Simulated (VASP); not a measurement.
BaNd: relaxation of cell and atoms with PBE

BaNd:

```xyz
2
Lattice="0.0000 3.5848 3.5848 3.5848 0.0000 3.5848 3.5848 3.5848 0.0000" Properties=species:S:1:pos:R:3 pbc="T T T"
Ba    3.5848    3.5848    3.5848
Nd    0.0000    0.0000    0.0000
```

The cell was generated, and may not be a known phase.

```json
{"Program": "VASP 6.6.1", "Task": "relaxation of cell and atoms", "Functional": "PBE", "Potentials or basis": "VASP PAW PBE potentials, release 64 (Ba_sv, Nd_3), 4f in core", "Cutoff": "500 eV", "k mesh": "14 × 14 × 14", "Occupations": "gaussian, width 0.1 eV", "Spin": "no spin polarisation", "Dipole correction": "no", "Further INCAR settings": "ALGO = Normal; EDIFF = 1e-07; IBRION = 2; EDIFFG = -0.01; NSW = 100; ISIF = 3"}
```

```json
{
 "Pressure after relaxing": "0.0 GPa"
}
```

Final structure:
```xyz
2
Lattice="0.0000 3.5848 3.5848 3.5848 0.0000 3.5848 3.5848 3.5848 0.0000" Properties=species:S:1:pos:R:3 pbc="T T T"
Ba    3.5848    3.5848    3.5848
Nd    0.0000    0.0000    0.0000
```

Levels at points of the mesh, in eV from the Fermi level:
```csv
k point,band 6,band 7,band 8,band 9,band 10,band 11,band 12,band 13,band 14
"(0.00, 0.00, 0.00)",-13.38,-13.38,-13.38,-3.06,-0.58,-0.58,-0.58,-0.58,-0.58
"(0.50, 0.00, 0.00)",-13.58,-13.47,-13.47,-0.69,-0.66,0.91,0.91,1.64,1.64
"(0.50, 0.50, 0.00)",-13.47,-13.42,-13.42,-1.66,-1.00,0.06,0.37,1.12,1.98
```

Wall time 120 s on 1 thread of Intel(R) Xeon(R) Platinum 8488C (Sapphire Rapids) (shared host), peak memory 0.34 GiB.

Caveat: the relaxation stopped at its first step, so nothing moved; the highest band is partly filled, so the run has too few bands; spin-orbit coupling is left out, which moves the levels of the heavy elements; the 4f electrons are frozen in the core, so they carry no moment and show no levels. Spin polarisation is off, so any magnetic state and its effect on volume and gap are missing.
